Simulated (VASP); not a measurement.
# MgO (P6_3mc) in VASP: further runs, part 2 of 2

VASP 6.6.1.

**4. Single point, PBE (13.72 Å³/atom)**

File INCAR:

```
PREC = Accurate
ENCUT = 520
EDIFF = 1E-6
ISMEAR = 0
SIGMA = 0.05
LREAL = False
LASPH = True
NELM = 60
ALGO = Normal
ISIF = 2
LWAVE = False
LCHARG = True
GGA = PE
LELF = True
LVHAR = True
NBANDS = 26
```

File KPOINTS:

```
Automatic mesh
0
Gamma
  9 9 4
```

File POSCAR:

```
MgO
1.0
    3.5474450064      0.0000000000      0.0000000000
   -1.7737225032      3.0721774941      0.0000000000
    0.0000000000      0.0000000000     10.0704868842
Mg O
4 4
Direct
    0.3333333333      0.6666666667      0.9694906392
    0.0000000000      0.0000000000      0.2208211786
    0.0000000000      0.0000000000      0.7208211786
    0.6666666667      0.3333333333      0.4694906392
    0.3333333333      0.6666666667      0.7800420079
    0.0000000000      0.0000000000      0.5296443544
    0.0000000000      0.0000000000      0.0296443544
    0.6666666667      0.3333333333      0.2800420079
```

Potentials or basis: VASP PAW PBE potentials, release 64 (Mg, O).

Run with:

```console
cat potpaw_PBE.64/Mg/POTCAR potpaw_PBE.64/O/POTCAR > POTCAR
mpirun -np 1 vasp_std > vasp.out
```

OUTCAR:

```text
PREC = Accurate
   ENCUT = 520
   EDIFF = 1E-6
   ISMEAR = 0
   LREAL = False
   LASPH = True
   NELM = 60
   ISIF = 2
   GGA = PE

 ion  position               nearest neighbor table
   1  0.333  0.667  0.969-   5 1.91   7 2.14   7 2.14   7 2.14   3 3.24   3 3.24   3 3.24   2 3.26
                             2 3.26   2 3.26
   2  0.000  0.000  0.221-   7 1.93   8 2.13   8 2.13   8 2.13   4 3.24   4 3.24   4 3.24   1 3.26
                             1 3.26   1 3.26
   3  0.000  0.000  0.721-   6 1.93   5 2.13   5 2.13   5 2.13   1 3.24   1 3.24   1 3.24   4 3.26
                             4 3.26   4 3.26
   4  0.667  0.333  0.469-   8 1.91   6 2.14   6 2.14   6 2.14   2 3.24   2 3.24   2 3.24   3 3.26
                             3 3.26   3 3.26
   5  0.333  0.667  0.780-   1 1.91   3 2.13   3 2.13   3 2.13
   6  0.000  0.000  0.530-   3 1.93   4 2.14   4 2.14   4 2.14
   7  0.000  0.000  0.030-   2 1.93   1 2.14   1 2.14   1 2.14
   8  0.667  0.333  0.280-   4 1.91   2 2.13   2 2.13   2 2.13

  LATTYP: Found a hexagonal cell.
 ALAT       =     3.5474450064
 C/A-ratio  =     2.8388000000

  Lattice vectors:

[... 192 lines left out ...]

 E-fermi :   0.6131     XC(G=0):  -9.1108

 val. band max:        0.3356940129   @ k =   0.0000   0.0000   0.0000
 cond. band min:       2.9738878753   @ k =   0.0000   0.0000   0.0000
 fundamental gap:      2.6381938625
 Fermi energy:         0.6130821670

 k-point     1 :       0.0000    0.0000    0.0000
  band No.  band energies     occupation
      1     -15.4350      2.00000
      2     -15.1496      2.00000
      3     -15.0830      2.00000
      4     -14.7797      2.00000
      5      -2.3365      2.00000
      6      -1.4472      2.00000
[... 685 lines left out ...]
     25      11.3443      0.00000
     26      11.7948      0.00000

 [... further k-points ...]
[... 5 lines left out ...]
  --------------------------------------------------------------------------------------
  -------------------------------------------------------------------------------------
  Total      -10.9423823    -10.9423823      3.2000931      0.0000000      0.0000000      0.0000000
  in kB     -159.7386556   -159.7386556     46.7154732      0.0000000      0.0000000      0.0000000
  external PRESSURE =     -90.9206127 kB  Pullay stress =       0.0000000 kB

 VOLUME and BASIS-vectors are now :
 -----------------------------------------------------------------------------
  energy-cutoff  :      520.00
  volume of cell :      109.75
      direct lattice vectors                 reciprocal lattice vectors
     3.547445006  0.000000000  0.000000000     0.281893024  0.162751013  0.000000000
    -1.773722503  3.072177494  0.000000000     0.000000000  0.325502026  0.000000000
     0.000000000  0.000000000 10.070486884     0.000000000  0.000000000  0.099300065

 POSITION                                       TOTAL-FORCE (eV/Angst)
 -----------------------------------------------------------------------------------
     -0.00000      2.04812      9.76324        -0.000000     -0.000000      0.837445
      0.00000      0.00000      2.22378        -0.000000     -0.000000      0.959755
      0.00000      0.00000      7.25902         0.000000      0.000000      0.959755
      1.77372      1.02406      4.72800        -0.000000     -0.000000      0.837445
     -0.00000      2.04812      7.85540         0.000000      0.000000     -0.901995
      0.00000      0.00000      5.33378         0.000000     -0.000000     -0.895204
      0.00000      0.00000      0.29853         0.000000      0.000000     -0.895204
      1.77372      1.02406      2.82016        -0.000000     -0.000000     -0.901995
 -----------------------------------------------------------------------------------
    total drift:                                0.000000      0.000000      0.001251

  FREE ENERGIE OF THE ION-ELECTRON SYSTEM (eV)
  ---------------------------------------------------
  free  energy   TOTEN  =       -45.9183835213 eV

  energy  without entropy=      -45.9183835213  energy(sigma->0) =      -45.91838352
```

Run time: 69 s. Hardware: 1 thread of AMD EPYC 9R45 (Zen 5), shared host; peak memory 0.24 GiB.

Results:

```
Free energy            : -45.9184 eV
Pressure               : -9.1 GPa
Largest force          : 0.960 eV/Å
Band gap on the k mesh : 2.64 eV
```

Forces in eV/Å, atoms in the order of the input:
```
Mg   0.000  0.000  0.837
Mg   0.000  0.000  0.960
Mg   0.000  0.000  0.960
Mg   0.000  0.000  0.837
O    0.000  0.000 -0.902
O    0.000  0.000 -0.895
O    0.000  0.000 -0.895
O    0.000  0.000 -0.902
```

Stress tensor (GPa, compression positive):
```
-15.97   0.00   0.00
  0.00 -15.97   0.00
  0.00   0.00   4.67
```

Levels at points of the mesh, in eV from the valence-band top:
| k point | band 14 | band 15 | band 16 | band 17 | band 18 | band 19 |
| --- | --- | --- | --- | --- | --- | --- |
| (0.00, 0.00, 0.00) | -0.31 | -0.31 | 0.00 | 2.64 | 4.88 | 5.09 |
| (0.00, 0.00, 0.50) | -0.36 | -0.36 | -0.36 | 3.49 | 3.49 | 6.47 |

Caveat: the cell stands under tension; an odd mesh through Γ misses points on the zone boundary, where band edges can lie.

**5. Overview**

| cell | gap on the mesh (eV) | pressure (GPa) | largest force (eV/Å) |
| --- | --- | --- | --- |
| a = 3.272, b = 3.272, c = 11.839 Å, angles 90.0, 90.0, 120.0°, 8 atoms | 2.74 | -8.9 | 0.21 |
| a = 3.407, b = 3.407, c = 10.919 Å, angles 90.0, 90.0, 120.0°, 8 atoms | 2.86 | -10.7 | 0.04 |
| a = 3.547, b = 3.547, c = 10.070 Å, angles 90.0, 90.0, 120.0°, 8 atoms | 2.64 | -9.1 | 0.96 |

Alike in all rows: task single point; level PBE; potentials or basis VASP PAW PBE potentials, release 64 (Mg, O); no spin polarisation; k mesh 9 × 9 × 4; cutoff (eV) 520; smearing gaussian 0.05 eV.

Caveats: the cell stands under tension; an odd mesh through Γ misses points on the zone boundary, where band edges can lie.

Absolute energies hang on the potentials; compare differences alone.
